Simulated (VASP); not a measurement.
Input of a VASP 6.6.1 run:

Contents of POSCAR:

```
TiAl3
1.0
   -1.8149871535      1.8149871535      4.0534738487
    1.8149871535     -1.8149871535      4.0534738487
    1.8149871535      1.8149871535     -4.0534738487
Ti Al
1 3
Direct
    0.0000000000      0.0000000000      0.0000000000
    0.5000000000      0.5000000000      0.0000000000
    0.7500000000      0.2500000000      0.5000000000
    0.2500000000      0.7500000000      0.5000000000
```

Contents of INCAR.step1:

```
PREC = Accurate ; ENCUT = 520
ISMEAR = 0 ; SIGMA = 0.1
LREAL = False ; LASPH = True
NELM = 100 ; NBANDS = 18
GGA = PE ; ALGO = Normal
EDIFF = 1E-4 ; LWAVE = True
LCHARG = False
```

File INCAR.step2:

```
PREC = Accurate ; ENCUT = 520
EDIFF = 1E-6 ; ISMEAR = 0
SIGMA = 0.1 ; LREAL = False
LASPH = True ; NELM = 100
ALGO = Normal ; ISIF = 2
LWAVE = False ; LCHARG = False
METAGGA = R2SCAN ; LMIXTAU = True
NBANDS = 18 ; ISTART = 1
```

File KPOINTS:

```
regular mesh
0
Gamma
  16 16 16
```

Potentials or basis: VASP PAW PBE potentials, release 64 (Ti_sv, Al).

Launch:

```sh
$ cat potpaw_PBE.64/Ti_sv/POTCAR potpaw_PBE.64/Al/POTCAR > POTCAR
$ cp INCAR.step1 INCAR
$ mpirun -np 1 vasp_std > vasp.out
$ cp INCAR.step2 INCAR
$ mpirun -np 1 vasp_std > vasp.out
```

Q: Predict the pressure.

A: 24.9 GPa.

Q: What does it give for the band gap on the k mesh?

A: Zero (an odd number of electrons rules out a gap without spin polarisation).

Caveat: the cell stands under pressure; the PAW data sets were made with another functional, which shifts forces and pressure a little.
